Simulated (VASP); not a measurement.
# AlNi (Cmmm) in VASP: further runs

Runs on AlNi. Level: LDA. Tasks: single point.

Everything below comes from runs of VASP 6.6.1. Logs are shortened: lines on timing, memory, paths and dates and some standing lists are left out, and cuts for length are marked.

### 1 The cell of the first run

Symmetry: Cmmm, No. 65, orthorhombic system. Conventional cell: a = 3.877 Å, b = 3.906 Å, c = 3.099 Å, α = 90.00°, β = 90.00°, γ = 90.00°. Al (site symmetry mmm) has 8 Ni at 2.48 to 2.49 Å and 6 Al at 2.75 to 3.10 Å within 3.3 Å. Ni (site symmetry mmm) has 8 Al at 2.48 to 2.49 Å and 6 Ni at 2.75 to 3.10 Å within 3.3 Å.

### 2 Single point, LDA, collinear spin, ferromagnetic start

INCAR reads:

```
SYSTEM = AlNi
PREC = Accurate
ENCUT = 520
EDIFF = 1E-6
ISMEAR = -1
SIGMA = 0.05
LREAL = .FALSE.
LASPH = .TRUE.
NELM = 150
ALGO = Normal
ISIF = 2
LWAVE = .FALSE.
LCHARG = .FALSE.
ISPIN = 2
MAGMOM = 0 1
LORBIT = 11
LMAXMIX = 4
GGA = CA
NBANDS = 18
```

KPOINTS reads:

```
Automatic mesh
0
G
  10 10 9
  0 0 0
```

POSCAR reads:

```
AlNi
1.0
    1.9386940000     -1.9531900000      0.0000000000
    1.9386940000      1.9531900000      0.0000000000
    0.0000000000      0.0000000000      3.0994300000
Al Ni
1 1
Direct
    0.0000000000      0.0000000000      0.0000000000
    0.5000000000      0.5000000000      0.5000000000
```

Potentials or basis: VASP PAW LDA potentials, release 64 (Al, Ni).

The run is started by

```console
cat potpaw_LDA.64/Al/POTCAR potpaw_LDA.64/Ni/POTCAR > POTCAR
mpirun -np 1 vasp_std > vasp.out
```

OUTCAR:

```text
SYSTEM = AlNi
   PREC = Accurate
   ENCUT = 520
   EDIFF = 1E-6
   ISMEAR = -1
   LREAL = .FALSE.
   LASPH = .TRUE.
   NELM = 150
   ISIF = 2
   ISPIN = 2
   LORBIT = 11
   GGA = CA

 ion  position               nearest neighbor table
   1  0.000  0.000  0.000-   2 2.48   2 2.48   2 2.48   2 2.48   2 2.49   2 2.49   2 2.49   2 2.49

   2  0.500  0.500  0.500-   1 2.48   1 2.48   1 2.48   1 2.48   1 2.49   1 2.49   1 2.49   1 2.49

  LATTYP: Found a base centered orthorhombic cell.
 ALAT       =     3.8773880000
 B/A-ratio  =     1.0074771986
 C/A-ratio  =     0.7993602910

  Lattice vectors:

 A1 = (   1.9386940000,  -1.9531900000,   0.0000000000)
 A2 = (   1.9386940000,   1.9531900000,   0.0000000000)
 A3 = (   0.0000000000,   0.0000000000,   3.0994300000)

Analysis of symmetry for initial positions (statically):
=====================================================================
 Subroutine PRICEL returns:
 Original cell was already a primitive cell.

 Routine SETGRP: Setting up the symmetry group for a
 base centered orthorhombic supercell.

 Subroutine GETGRP returns: Found  8 space group operations
 (whereof  8 operations were pure point group operations)
 out of a pool of  8 trial point group operations.

The static configuration has the point symmetry D_2h.

Analysis of symmetry for dynamics (positions and initial velocities):
=====================================================================
 Subroutine PRICEL returns:
 Original cell was already a primitive cell.

 Routine SETGRP: Setting up the symmetry group for a
 base centered orthorhombic supercell.

 Subroutine GETGRP returns: Found  8 space group operations
 (whereof  8 operations were pure point group operations)
 out of a pool of  8 trial point group operations.

The dynamic configuration has the point symmetry D_2h.

Analysis of structural, dynamic, and magnetic symmetry:
=====================================================================
 Subroutine PRICEL returns:
 Original cell was already a primitive cell.

 Routine SETGRP: Setting up the symmetry group for a
 base centered orthorhombic supercell.

 Subroutine GETGRP returns: Found  8 space group operations
 (whereof  8 operations were pure point group operations)
 out of a pool of  8 trial point group operations.

The overall configuration has the point symmetry D_2h.

 Subroutine INISYM returns: Found  8 space group operations
 (whereof  8 operations are pure point group operations),
 and found     1 'primitive' translations

----------------------------------------------------------------------------------------

                                     Primitive cell

  volume of cell :      23.4728

  direct lattice vectors                    reciprocal lattice vectors
     1.938694000 -1.953190000  0.000000000     0.257905580 -0.255991481  0.000000000
     1.938694000  1.953190000  0.000000000     0.257905580  0.255991481  0.000000000
     0.000000000  0.000000000  3.099430000     0.000000000  0.000000000  0.322639969

  length of vectors
     2.751996657  2.751996657  3.099430000     0.363382617  0.363382617  0.322639969

  position of ions in fractional coordinates (direct lattice)
     0.000000000  0.000000000  0.000000000
     0.500000000  0.500000000  0.500000000

  ion indices of the primitive-cell ions
   primitive index   ion index
                 1           1
                 2           2

----------------------------------------------------------------------------------------

 KPOINTS: Automatic mesh

Automatic generation of k-mesh.
 Grid dimensions read from file:
 generate k-points for:   10   10    9

 Generating k-lattice:

  Cartesian coordinates                     Fractional coordinates (reciprocal lattice)
     0.025790558 -0.025599148  0.000000000     0.100000000  0.000000000  0.000000000
     0.025790558  0.025599148  0.000000000     0.000000000  0.100000000  0.000000000
     0.000000000  0.000000000  0.035848885     0.000000000  0.000000000  0.111111111

  Length of vectors
     0.036338262  0.036338262  0.035848885

  Shift w.r.t. Gamma in fractional coordinates (k-lattice)
     0.000000000  0.000000000  0.000000000

 Subroutine IBZKPT returns following result:
 ===========================================

 Found    155 irreducible k-points:

 Following reciprocal coordinates:
            Coordinates               Weight
  0.000000  0.000000  0.000000      1.000000
  0.100000  0.000000  0.000000      4.000000
  0.200000  0.000000  0.000000      4.000000
  0.300000  0.000000  0.000000      4.000000
  0.400000  0.000000  0.000000      4.000000
  0.500000  0.000000  0.000000      2.000000
[... 16 lines left out ...]
  0.300000  0.300000  0.000000      2.000000
  0.400000  0.300000  0.000000      4.000000
 [... further k-points ...]
   k-points           NKPTS =    155   k-points in BZ     NKDIM =    155   number of bands    NBANDS=     18
   number of dos      NEDOS =    301   number of ions     NIONS =      2
   total plane-waves  NPLWV =   9600
   dimension x,y,z NGX =    20 NGY =   20 NGZ =   24
   dimension x,y,z NGXF=    40 NGYF=   40 NGZF=   48
   ions per type =               1   1
   NGX,Y,Z   is equivalent  to a cutoff of  12.08, 12.08, 12.87 a.u.
   NGXF,Y,Z  is equivalent  to a cutoff of  24.16, 24.16, 25.75 a.u.
 SYSTEM =  AlNi
   PREC   = accura    normal or accurate (medium, high low for compatibility)
   ISTART =      0    job   : 0-new  1-cont  2-samecut
   ICHARG =      2    charge: 1-file 2-atom 10-const
   ISPIN  =      2    spin polarized calculation?
   LNONCOLLINEAR =      F non collinear calculations
   LSORBIT =      F    spin-orbit coupling
   LASPH  =      T    aspherical Exc in radial PAW
   ENCUT  =  520.0 eV  38.22 Ry    6.18 a.u.   5.12  5.12  5.76*2*pi/ulx,y,z
   NELM   =    150;   NELMIN=  2; NELMDL= -5     # of ELM steps
   EDIFF  = 0.1E-05   stopping-criterion for ELM
   LREAL  =      F    real-space projection
   EDIFFG = 0.1E-04   stopping-criterion for IOM
   NSW    =      0    number of steps for IOM
   IBRION =     -1    ionic relax: 0-MD 1-quasi-New 2-CG
   NFREE  =      0    steps in history (QN), initial steepest desc. (CG)
   ISIF   =      2    stress and relaxation
   ISYM   =      2    0-nonsym 1-usesym 2-fastsym
   POTIM  = 0.5000    time-step for ionic-motion
   TEBEG  =    0.0;   TEEND  =   0.0 temperature during run
   PSTRESS=    0.0 pullay stress
   NELECT =      13.0000    total number of electrons
   NUPDOWN=      -1.0000    fix difference up-down
   EMIN   =  10.00;   EMAX   =-10.00  energy-range for DOS
   EFERMI =   0.00;   METHOD = LEGACY
   ISMEAR =    -1;   SIGMA  =   0.05  broadening in eV -4-tet -1-fermi 0-gaus
   EFERMI_NEDOS =   21; number of points for ismear=-14 and -15
   IALGO  =     38    algorithm
   IMIX   =      4    mixing-type and parameters
     AMIX     =   0.40;   BMIX     =  1.00
     AMIX_MAG =   1.60;   BMIX_MAG =  1.00
  volume/ion in A,a.u.               =      11.74        79.20
  Fermi-wavevector in a.u.,A,eV,Ry     =   1.344417  2.540580 24.591957  1.807458
  Thomas-Fermi vector in A             =   2.472413
   LORBIT       =     11    0 simple, 1 ext, 2 COOP (PROOUT), +10 PAW based schemes
   GGA     = CA    functional components
   LHFCALC =     F    Hartree Fock is set to
   AEXX    =    0.0000 exact exchange contribution
   IVDW    =     0    specifies the selected vdW correction
   LEPSILON=     F    determine dielectric tensor
   LRPA    =     F    only Hartree local field effects (RPA)
 spin polarized calculation
  energy-cutoff  :      520.00
  volume of cell :       23.47
 maximum number of plane-waves:       646
   NGX = 11   NGY = 11   NGZ = 11

 number of electron      13.0000022 magnetization      -0.0010291

 number of electron      13.0000022 magnetization       0.0000980

 Free energy of the ion-electron system (eV)
  ---------------------------------------------------
  ext. energy  EPLUGINS =         0.00000000
  ---------------------------------------------------
  free energy    TOTEN  =       -12.14484993 eV

  energy without entropy =      -12.13767896  energy(sigma->0) =      -12.14126444

 E-fermi :   9.9864     XC(G=0): -12.3906

 val. band max:        9.9780734181   @ k =  -0.4000   0.2000   0.1111
 cond. band min:       9.9873948747   @ k =   0.0000   0.0000   0.2222
 fundamental gap:      0.0093214565
 Fermi energy:         9.9863901494

 spin component 1

 k-point     1 :       0.0000    0.0000    0.0000
  band No.  band energies     occupation
      1      -1.2339      1.00000
      2       6.5707      1.00000
      3       6.7018      1.00000
      4       8.3143      1.00000
      5       8.3338      1.00000
      6       8.6369      1.00000
[... 10 lines left out ...]
     17      33.4051      0.00000
     18      33.4275      0.00000
[... 463 lines left out ...]
 k-point    24 :       0.4000    0.3000    0.0000
  band No.  band energies     occupation
      1       3.3757      1.00000
      2       5.8600      1.00000
      3       7.3548      1.00000
      4       7.4879      1.00000
      5       7.7978      1.00000
      6       7.8472      1.00000
[... 10 lines left out ...]
     17      33.0394      0.00000
     18      34.0620      0.00000

 [... further k-points ...]

 spin component 2

 k-point     1 :       0.0000    0.0000    0.0000
  band No.  band energies     occupation
      1      -1.2339      1.00000
      2       6.5707      1.00000
      3       6.7018      1.00000
      4       8.3143      1.00000
      5       8.3338      1.00000
      6       8.6369      1.00000
[... 10 lines left out ...]
     17      33.4021      0.00000
     18      33.4177      0.00000
[... 463 lines left out ...]
 k-point    24 :       0.4000    0.3000    0.0000
  band No.  band energies     occupation
      1       3.3757      1.00000
      2       5.8600      1.00000
      3       7.3548      1.00000
      4       7.4879      1.00000
      5       7.7978      1.00000
      6       7.8472      1.00000
[... 10 lines left out ...]
     17      33.0394      0.00000
     18      34.0620      0.00000

 [... further k-points ...]
[... 5 lines left out ...]
  --------------------------------------------------------------------------------------
  -------------------------------------------------------------------------------------
  Total       -0.2071962     -0.4402083     -1.3900849      0.0000000      0.0000000      0.0000000
  in kB      -14.1425216    -30.0471439    -94.8825410      0.0000000      0.0000000      0.0000000
  external PRESSURE =     -46.3574022 kB  Pullay stress =       0.0000000 kB

 VOLUME and BASIS-vectors are now :
 -----------------------------------------------------------------------------
  energy-cutoff  :      520.00
  volume of cell :       23.47
      direct lattice vectors                 reciprocal lattice vectors
     1.938694000 -1.953190000  0.000000000     0.257905580 -0.255991481  0.000000000
     1.938694000  1.953190000  0.000000000     0.257905580  0.255991481  0.000000000
     0.000000000  0.000000000  3.099430000     0.000000000  0.000000000  0.322639969

 POSITION                                       TOTAL-FORCE (eV/Angst)
 -----------------------------------------------------------------------------------
      0.00000      0.00000      0.00000        -0.000000      0.000000      0.000000
      1.93869      0.00000      1.54971         0.000000     -0.000000      0.000000
 -----------------------------------------------------------------------------------
    total drift:                                0.000000      0.000000      0.000000

  FREE ENERGIE OF THE ION-ELECTRON SYSTEM (eV)
  ---------------------------------------------------
  free  energy   TOTEN  =       -12.1448499280 eV

  energy  without entropy=      -12.1376789565  energy(sigma->0) =      -12.14126444

 total charge

# of ion       s       p       d       tot
------------------------------------------
    1        0.393   0.429   0.000   0.822
    2        0.491   0.532   8.497   9.520
--------------------------------------------------
tot          0.884   0.960   8.497  10.342

 magnetization (x)

# of ion       s       p       d       tot
------------------------------------------
    1        0.000   0.000   0.000   0.000
    2       -0.000  -0.000   0.000   0.000
--------------------------------------------------
tot          0.000   0.000   0.000   0.000
```

It took 40 s on 1 thread of Intel Xeon Platinum 8559C (Emerald Rapids), shared host; peak memory 0.2 GiB.

Results:

```yaml
Free_energy: -12.1448 eV
Pressure: -4.6 GPa
Net_moment: 0.00 μB per cell
Valence_electrons_inside_the_program's_atomic_spheres: Al 0.82; Ni 9.52
```

Caveat: the cell stands under tension.

### 3 Single point, LDA, collinear spin, ferromagnetic start

This run uses another cell than the first one, of 12.03 Å³/atom.

INCAR reads:

```
ALGO = Normal ; EDIFF = 1E-7
ENCUT = 520 ; ISIF = 2
ISMEAR = -1 ; ISPIN = 2
LASPH = True ; LCHARG = True
LELF = True ; LMAXMIX = 4
LORBIT = 11 ; LREAL = False
LVHAR = True ; LWAVE = False
MAGMOM = 0 1 ; NBANDS = 18
NELM = 150 ; PREC = Accurate
SIGMA = 0.05
```

KPOINTS reads:

```
k-points
0
Gamma
  10 10 9
```

POSCAR reads:

```
AlNi
1.0
    1.9547169911     -1.9693327982      0.0000000000
    1.9547169911      1.9693327982      0.0000000000
    0.0000000000      0.0000000000      3.1250462856
Al Ni
1 1
Direct
    0.0000000000      0.0000000000      0.0000000000
    0.5000000000      0.5000000000      0.5000000000
```

Potentials or basis: VASP PAW LDA potentials, release 64 (Al, Ni).

The run is started by

```console
cat potpaw_LDA.64/Al/POTCAR potpaw_LDA.64/Ni/POTCAR > POTCAR
mpirun -np 1 vasp_std > vasp.out
```

OUTCAR:

```text
EDIFF = 1E-7
   ENCUT = 520
   ISIF = 2
   ISMEAR = -1
   ISPIN = 2
   LASPH = True
   LORBIT = 11
   LREAL = False
   NELM = 150
   PREC = Accurate

 ion  position               nearest neighbor table
   1  0.000  0.000  0.000-   2 2.50   2 2.50   2 2.50   2 2.50   2 2.51   2 2.51   2 2.51   2 2.51

   2  0.500  0.500  0.500-   1 2.50   1 2.50   1 2.50   1 2.50   1 2.51   1 2.51   1 2.51   1 2.51

  LATTYP: Found a base centered orthorhombic cell.
 ALAT       =     3.9094339822
 B/A-ratio  =     1.0074771986
 C/A-ratio  =     0.7993602910

  Lattice vectors:

 A1 = (   1.9547169911,  -1.9693327982,   0.0000000000)
 A2 = (   1.9547169911,   1.9693327982,   0.0000000000)
 A3 = (   0.0000000000,   0.0000000000,   3.1250462856)

Analysis of symmetry for initial positions (statically):
=====================================================================
 Subroutine PRICEL returns:
 Original cell was already a primitive cell.

 Routine SETGRP: Setting up the symmetry group for a
 base centered orthorhombic supercell.

 Subroutine GETGRP returns: Found  8 space group operations
 (whereof  8 operations were pure point group operations)
[... 1201 lines left out ...]
 [... further k-points ...]

------------------------ aborting loop because EDIFF is reached ----------------------------------------

  FORCE on cell =-STRESS in cart. coord.  units (eV):
  Direction    XX          YY          ZZ          XY          YZ          ZX
  --------------------------------------------------------------------------------------
  -------------------------------------------------------------------------------------
  Total       -0.8246827     -1.0458872     -1.9605331     -0.0000000      0.0000000      0.0000000
  in kB      -54.9171525    -69.6475744   -130.5555403     -0.0000000      0.0000000      0.0000000
  external PRESSURE =     -85.0400891 kB  Pullay stress =       0.0000000 kB

 VOLUME and BASIS-vectors are now :
 -----------------------------------------------------------------------------
  energy-cutoff  :      520.00
  volume of cell :       24.06
      direct lattice vectors                 reciprocal lattice vectors
     1.954716991 -1.969332798  0.000000000     0.255791504 -0.253893095  0.000000000
     1.954716991  1.969332798  0.000000000     0.255791504  0.253893095  0.000000000
     0.000000000  0.000000000  3.125046286     0.000000000  0.000000000  0.319995260

 POSITION                                       TOTAL-FORCE (eV/Angst)
 -----------------------------------------------------------------------------------
      0.00000      0.00000      0.00000        -0.000000     -0.000000      0.000000
      1.95472      0.00000      1.56252         0.000000      0.000000      0.000000
 -----------------------------------------------------------------------------------
    total drift:                                0.000000     -0.000000     -0.000000

  FREE ENERGIE OF THE ION-ELECTRON SYSTEM (eV)
  ---------------------------------------------------
  free  energy   TOTEN  =       -12.1206390530 eV

  energy  without entropy=      -12.1133375465  energy(sigma->0) =      -12.11698830

 total charge

# of ion       s       p       d       tot
------------------------------------------
    1        0.391   0.418   0.000   0.809
    2        0.481   0.510   8.486   9.477
--------------------------------------------------
tot          0.872   0.928   8.486  10.286

 magnetization (x)

# of ion       s       p       d       tot
------------------------------------------
    1       -0.000  -0.000   0.000  -0.000
    2        0.000   0.000   0.000   0.000
--------------------------------------------------
tot          0.000  -0.000   0.000   0.000
```

It took 42 s on 1 thread of Intel Xeon Platinum 8559C (Emerald Rapids), shared host; peak memory 0.21 GiB.

Results:

| Item | Value |
| --- | --- |
| Free energy | -12.1206 eV |
| Pressure | -8.5 GPa |
| Net moment | 0.00 μB per cell |
| Valence electrons inside the program's atomic spheres | Al 0.81; Ni 9.48 |

Stress tensor (GPa, compression positive):
```
 -5.49   0.00   0.00
  0.00  -6.96   0.00
  0.00   0.00 -13.06
```

Caveat: the cell stands under tension.

### 4 Single point, LDA, collinear spin, ferromagnetic start

This run uses another cell than the first one, of 12.32 Å³/atom.

INCAR reads:

```
SYSTEM = AlNi
  PREC = Accurate
  ENCUT = 520
  EDIFF = 1E-6
  ISMEAR = -1
  SIGMA = 0.05
  LREAL = .FALSE.
  LASPH = .TRUE.
  NELM = 150
  ALGO = Normal
  ISIF = 2
  LWAVE = .FALSE.
  LCHARG = .FALSE.
  ISPIN = 2
  MAGMOM = 0 1
  LORBIT = 11
  LMAXMIX = 4
  GGA = CA
  NBANDS = 18
```

KPOINTS reads:

```
regular mesh
0
G
  10 10 9
  0 0 0
```

POSCAR reads:

```
AlNi
1.0
    1.9704815186     -1.9852152002      0.0000000000
    1.9704815186      1.9852152002      0.0000000000
    0.0000000000      0.0000000000      3.1502493602
Al Ni
1 1
Direct
    0.0000000000      0.0000000000      0.0000000000
    0.5000000000      0.5000000000      0.5000000000
```

The run is started by

```console
cat potpaw_LDA.64/Al/POTCAR potpaw_LDA.64/Ni/POTCAR > POTCAR
mpirun -np 1 vasp_std > vasp.out
```

Wall time 38 s (1 thread of Intel Xeon Platinum 8559C (Emerald Rapids), shared host); peak memory 0.21 GiB.

The run converged. Its results:

| Item | Value |
| --- | --- |
| Free energy | -12.0834 eV |
| Pressure | -11.8 GPa |
| Net moment | 0.00 μB per cell |
| Valence electrons inside the program's atomic spheres | Al 0.80; Ni 9.44 |

Stress tensor (GPa, compression positive):
```
 -8.94   0.00   0.00
  0.00 -10.30   0.00
  0.00   0.00 -16.02
```

Levels at points of the mesh, in eV from the Fermi level:
Spin up:
```tsv
k point	band 5	band 6	band 7	band 8	band 9	band 10
(0.00, 0.00, 0.00)	-1.55	-1.26	2.84	6.76	6.80	7.07
(0.50, 0.00, 0.00)	-1.94	-1.44	-0.35	7.64	7.94	8.94
(0.50, 0.50, 0.00)	-2.26	-2.14	-0.80	2.13	3.02	10.24
```
Spin down:
```tsv
k point	band 5	band 6	band 7	band 8	band 9	band 10
(0.00, 0.00, 0.00)	-1.55	-1.26	2.84	6.76	6.80	7.07
(0.50, 0.00, 0.00)	-1.94	-1.44	-0.35	7.64	7.94	8.94
(0.50, 0.50, 0.00)	-2.26	-2.14	-0.80	2.13	3.02	10.24
```

Caveat: the cell stands under tension.

### 5 The runs side by side

| cell | gap on the mesh (eV) | pressure (GPa) | moment (μB) |
| --- | --- | --- | --- |
| a = 2.752, b = 2.752, c = 3.099 Å, angles 90.0, 90.0, 90.4°, 2 atoms | none | -4.6 | 0.00 |
| a = 2.775, b = 2.775, c = 3.125 Å, angles 90.0, 90.0, 90.4°, 2 atoms | none | -8.5 | 0.00 |
| a = 2.797, b = 2.797, c = 3.150 Å, angles 90.0, 90.0, 90.4°, 2 atoms | none | -11.8 | 0.00 |

Alike in all rows: task single point; level LDA; potentials or basis VASP PAW LDA potentials, release 64 (Al, Ni); spin collinear, ferromagnetic start; k mesh 10 × 10 × 9; cutoff (eV) 520; smearing fermi-dirac 0.05 eV.

Caveats: the cell stands under tension.

Total energies depend on the potentials used, so only differences within one code and one set of settings carry meaning.
